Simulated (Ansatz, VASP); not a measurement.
SnH5: VASP beside Ansatz

```
CELL_PARAMETERS angstrom
3.61799 0.00000 0.00000
-1.80899 3.13327 0.00000
0.00000 0.00000 5.35271
ATOMIC_POSITIONS crystal
Sn 0.33333 0.66667 0.00000
H 0.66667 0.33333 0.68167
H 0.33333 0.66667 0.57252
H 0.66667 0.33333 0.50000
H 0.33333 0.66667 0.42748
H 0.66667 0.33333 0.31833
```

Change from the starting cell: species swapped into the CeMg5 type (P-6m2, No. 187).

Alike in both runs: task relaxation of cell and atoms; functional PBE; k mesh 6 × 6 × 4; occupations gaussian, width 0.1 eV; no spin polarisation.

|  | VASP | Ansatz |
| --- | --- | --- |
| version | VASP 6.6.1 | Ansatz 0.2.0 |
| potentials or method | VASP PAW PBE potentials, release 64 (Sn_d, H_h), cutoff 910 eV | scalar-relativistic, plane waves, PAW |
| valence electrons in the cell | 19 | 19 |

|  | VASP | Ansatz | Ansatz less VASP |
| --- | --- | --- | --- |
| gap on the k mesh at the Fermi level, each at its own relaxed structure (eV) | none | none | - |
| relaxed volume (Å³/atom) | 9.80 | 9.97 | +0.177 |
| relaxed cell length with the largest relative difference (Å) | 3.467 | 3.494 | +0.0267 |

A gap of «none» marks a metal or a gap that the smearing closes.
